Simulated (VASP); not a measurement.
Set up this calculation in VASP 6.6.1, as the native input.

```yaml
Task: molecular dynamics
Functional: PBE
Potentials_or_basis: VASP PAW PBE potentials, release 64 (Be, Ag)
Cutoff: 350 eV
k_mesh: 1 × 1 × 1, shifted
Occupations: fermi-dirac, width 0.1844 eV
Spin: no spin polarisation
Dipole_correction: no
Mended: yes
Further_INCAR_settings: PREC = Normal; LREAL = Auto; ALGO = Normal; EDIFF = 1e-05; ISYM = -1; MAXMIX = 40; IBRION = 0; POTIM = 1.5; NSW = 40
```

The structure of Be3Ag lies in POSCAR:

```
Be3Ag
1.0
    5.9946500000      0.0085350000     -0.1640780000
    0.0085350000      5.8394660000      0.0032650000
   -0.1640780000      0.0032650000      6.0504030000
Be Ag
15 5
Direct
    0.4688891224      0.6358830881      0.7739181834
    0.7240004285      0.3358218017      0.9246101733
    0.3994870790      0.8565429886      0.5579836853
    0.2737742915      0.7562927773      0.2663521445
    0.5046544599      0.0664258931      0.0025551762
    0.9020720703      0.2258459886      0.5973527771
    0.0670654666      0.4025684532      0.8483843478
    0.1977267776      0.4560089740      0.5640451757
    0.5888831835      0.8037694810      0.1618540629
    0.9491801833      0.1804164281      0.0928580774
    0.2587617578      0.1408335869      0.3588400789
    0.4189332585      0.2192022591      0.7143190531
    0.6482096041      0.5730832048      0.4269490410
    0.0297347099      0.7280702634      0.6708251755
    0.9408253006      0.8996189601      0.3783775594
    0.3900579561      0.4772640135      0.0706993907
    0.7442826680      0.8896166310      0.7588991366
    0.1739227916      0.9293009370      0.9222197511
    0.9281661118      0.6206271016      0.1247566868
    0.6199818955      0.1706989372      0.3661304567
```

One way to write it, as run:

INCAR

```
SYSTEM = Be3Ag
PREC = Normal
ENCUT = 350
EDIFF = 1E-5
ISMEAR = -1
SIGMA = 0.1844
LREAL = Auto
LASPH = .True.
NELM = 120
ALGO = Normal
ISIF = 2
LWAVE = .False.
LCHARG = .False.
GGA = PE
ISYM = -1
IBRION = 0
NSW = 40
POTIM = 1.5
TEBEG = 2140.0
TEEND = 2140.0
NELMIN = 4
RANDOM_SEED = 60158 0 0
MDALGO = 3
LANGEVIN_GAMMA = 30 30
GGA_COMPAT = .False.
MAXMIX = 40
```

KPOINTS

```
explicit points
1
Reciprocal
  0.25000000   0.25000000   0.25000000 1
```

Potentials or basis: VASP PAW PBE potentials, release 64 (Be, Ag).

Command:

```bash
$ cat potpaw_PBE.64/Be/POTCAR potpaw_PBE.64/Ag/POTCAR > POTCAR
$ mpirun -np 1 vasp_std > vasp.out
```

Wall time 3.3 min on 1 thread of Intel(R) Xeon(R) Platinum 8488C (Sapphire Rapids), with other jobs on the host, peak memory 0.17 GiB.
